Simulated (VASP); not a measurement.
Set up this calculation in VASP 6.6.1, as the native input.

```
Task                   : single point
Functional             : r2SCAN
Potentials or basis    : VASP PAW PBE potentials, release 64 (Mg, O)
Cutoff                 : 520 eV
k mesh                 : 8 × 8 × 6
Occupations            : gaussian, width 0.02 eV
Spin                   : no spin polarisation
Dipole correction      : no
Further INCAR settings : ALGO = Normal; EDIFF = 1e-06; NBANDS = 16
```

Crystal: MgO.

```
Mg O
1.0
     2.10220    2.10220    0.00000
    -2.10220    2.10220    0.00000
     0.00000    0.00000    4.20440
Mg O
2 2
Cartesian
  0.0000 0.0000 0.0000
  0.0000 2.1022 2.1022
  0.0000 2.1022 0.0000
  0.0000 0.0000 2.1022
```

These files were run (other wordings do the same):

POSCAR

```
MgO
1.0
    2.1022009534      2.1022009534      0.0000000000
   -2.1022009534      2.1022009534      0.0000000000
    0.0000000000      0.0000000000      4.2044019069
Mg O
2 2
Direct
    0.0000000000      0.0000000000      0.0000000000
    0.5000000000      0.5000000000      0.5000000000
    0.5000000000      0.5000000000      0.0000000000
    0.0000000000      0.0000000000      0.5000000000
```

INCAR.step1

```
PREC = Accurate
ENCUT = 520
ISMEAR = 0
SIGMA = 0.02
LREAL = False
LASPH = True
NELM = 60
NBANDS = 16
GGA = PE
ALGO = Normal
EDIFF = 1E-4
LWAVE = True
LCHARG = False
```

INCAR.step2

```
PREC = Accurate
ENCUT = 520
EDIFF = 1E-6
ISMEAR = 0
SIGMA = 0.02
LREAL = False
LASPH = True
NELM = 60
ALGO = Normal
ISIF = 2
LWAVE = False
LCHARG = True
METAGGA = R2SCAN
LMIXTAU = True
LELF = True
LVHAR = True
NBANDS = 16
ISTART = 1
```

KPOINTS

```
Automatic mesh
0
Gamma
  8 8 6
```

Potentials or basis: VASP PAW PBE potentials, release 64 (Mg, O).

Run with:

```bash
$ cat potpaw_PBE.64/Mg/POTCAR potpaw_PBE.64/O/POTCAR > POTCAR
$ cp INCAR.step1 INCAR
$ mpirun -np 1 vasp_std > vasp.out
$ cp INCAR.step2 INCAR
$ mpirun -np 1 vasp_std > vasp.out
```

Results of the run:

| Item | Value |
| --- | --- |
| Pressure | -1.1 GPa |
| Band gap on the k mesh | 5.66 eV |

Caveat: the PAW data sets were made with another functional, which shifts forces and pressure a little.

Wall time 4.8 min on 1 thread of AMD EPYC 7R13 (shared host), peak memory 0.14 GiB.
